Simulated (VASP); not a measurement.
## In3SbAs2: relaxation of cell and atoms with PBE

The system is In3SbAs2.

```
CELL_PARAMETERS angstrom
4.17486 0.00000 0.00000
-2.08743 3.61553 0.00000
0.00000 0.00000 10.22628
ATOMIC_POSITIONS crystal
In 0.00000 0.00000 0.00000
In 0.33333 0.66667 0.66667
In 0.66667 0.33333 0.33333
Sb 0.33333 0.66667 0.41667
As 0.00000 0.00000 0.75000
As 0.66667 0.33333 0.08333
```

| Item | Value |
| --- | --- |
| Program | VASP 6.6.1 |
| Task | relaxation of cell and atoms |
| Functional | PBE |
| Potentials or basis | VASP PAW PBE potentials, release 64 (In_d, Sb, As) |
| Cutoff | 600 eV |
| k mesh | 6 × 6 × 2 |
| Occupations | gaussian, width 0.1 eV |
| Spin | no spin polarisation |
| Dipole correction | no |
| Further INCAR settings | ALGO = Normal; EDIFF = 1e-06; IBRION = 2; EDIFFG = -0.04; NSW = 90; ISIF = 3 |

The relaxed volume is 31.90 Å³/atom, the relaxed cell is a = 4.485 Å, b = 4.485 Å, c = 10.986 Å, α = 90.00°, β = 90.00°, γ = 120.00° and the space group after relaxing (to 0.1 Å) is P3m1 (No. 156). The energy gained by relaxing is 286.1 meV/atom and the ionic steps are 10. The pressure after relaxing is 0.0 GPa. The largest force after relaxing is 0.013 eV/Å. The band gap on the k mesh is zero (filled and empty bands touch).

Forces in eV/Å, atoms in the order of the input:
```
In   0.000  0.000  0.013
In   0.000  0.000  0.007
In   0.000  0.000 -0.009
Sb   0.000  0.000 -0.012
As   0.000  0.000 -0.010
As   0.000  0.000  0.010
```

The path:
```
step  energy change (eV)  largest force (eV/Å)  pressure (GPa)  volume (Å³)
   1              0.0000                1.5830           16.27       154.36
   2             -1.2397                0.2183           -4.30       220.38
   3             -1.6568                0.5359           -0.14       192.78
   4             -1.6564                0.5236           -0.37       193.61
   5             -1.6798                0.3440           -0.26       193.06
   6             -1.7050                0.4086            0.03       191.40
   7             -1.7056                0.3800           -0.03       191.64
   8             -1.7147                0.1178            0.05       191.12
   9             -1.7147                0.1164            0.06       191.09
  10             -1.7164                0.0131           -0.02       191.41
```

Final structure:
```cif
data_structure
_symmetry_space_group_name_H-M 'P 1'
_symmetry_Int_Tables_number 1
_cell_length_a 4.4854
_cell_length_b 4.4854
_cell_length_c 10.9855
_cell_angle_alpha 90.000
_cell_angle_beta 90.000
_cell_angle_gamma 120.000
_cell_volume 191.41
loop_
_atom_site_label
_atom_site_type_symbol
_atom_site_fract_x
_atom_site_fract_y
_atom_site_fract_z
_atom_site_occupancy
In1 In 0.00000 0.00000 0.00017 1
In2 In 0.33333 0.66667 0.67927 1
In3 In 0.66667 0.33333 0.31984 1
Sb1 Sb 0.33333 0.66667 0.41837 1
As1 As 0.00000 0.00000 0.75588 1
As2 As 0.66667 0.33333 0.07647 1
```

Levels at points of the mesh, in eV from the Fermi level:
```csv
k point,band 24,band 25,band 26,band 27,band 28,band 29,band 30,band 31
"(0.00, 0.00, 0.00)",-0.91,-0.91,-0.31,-0.01,-0.01,0.18,1.19,3.28
"(0.50, 0.00, 0.00)",-2.32,-2.21,-1.69,-1.23,1.24,1.48,1.50,1.86
"(0.00, 0.00, 0.50)",-0.79,-0.79,-0.11,-0.11,0.15,0.34,1.41,3.38
"(0.50, 0.00, 0.50)",-2.29,-1.96,-1.15,-1.04,0.37,1.44,1.82,2.56
```

Run time: 5.8 min on 1 thread of Intel(R) Xeon(R) 6975P-C (Granite Rapids), with other jobs on the host, peak memory 0.38 GiB.

Caveat: the volume moved by over 15 % at a fixed basis, so the end points are rough; semilocal functionals underestimate gaps, so a narrow gap can read as zero; spin-orbit coupling is left out, which moves the levels of the heavy elements.
